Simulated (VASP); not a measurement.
Wanted: the native input for a VASP 6.6.1 run.

```
Task                   : relaxation of cell and atoms
Functional             : PBE
Potentials or basis    : VASP PAW PBE potentials, release 64 (Ca_sv)
Cutoff                 : 600 eV
k mesh                 : 14 × 14 × 14
Occupations            : gaussian, width 0.1 eV
Spin                   : no spin polarisation
Dipole correction      : no
Further INCAR settings : ALGO = Normal; EDIFF = 1e-07; IBRION = 2; EDIFFG = -0.01; NSW = 80; ISIF = 3
```

The structure of Ca lies in POSCAR:

```
Ca
1.0
    0.0000000000      2.7527485121      2.7527485121
    2.7527485121      0.0000000000      2.7527485121
    2.7527485121      2.7527485121      0.0000000000
Ca
1
Direct
    0.0000000000      0.0000000000      0.0000000000
```

One way to write it, as run:

INCAR

```
PREC = Accurate
ENCUT = 600
EDIFF = 1E-7
ISMEAR = 0
SIGMA = 0.1
LREAL = F
LASPH = T
NELM = 80
ALGO = Normal
ISIF = 3
LWAVE = F
LCHARG = F
GGA = PE
IBRION = 2
NSW = 80
EDIFFG = -0.01
```

KPOINTS

```
Automatic mesh
0
Gamma
  14 14 14
```

Potentials or basis: VASP PAW PBE potentials, release 64 (Ca_sv).

Run with:

```console
$ cat potpaw_PBE.64/Ca_sv/POTCAR > POTCAR
$ mpirun -np 1 vasp_std > vasp.out
```

Results of the run:

- Relaxed volume: 42.27 Å³/atom
- Relaxed cell: a = 3.910 Å, b = 3.910 Å, c = 3.910 Å, α = 60.00°, β = 60.00°, γ = 60.00°
- Space group after relaxing (to 0.05 Å): Fm-3m (No. 225)
- Energy gained by relaxing: 0.4 meV/atom
- Ionic steps: 3
- Pressure after relaxing: 0.0 GPa
- Band gap on the k mesh: zero (band 5 reaches 2.11 eV, above the bottom of band 6 at 1.79 eV)

It took 61 s on 1 thread of Intel(R) Xeon(R) Platinum 8488C (Sapphire Rapids) (shared host), peak memory 0.21 GiB.
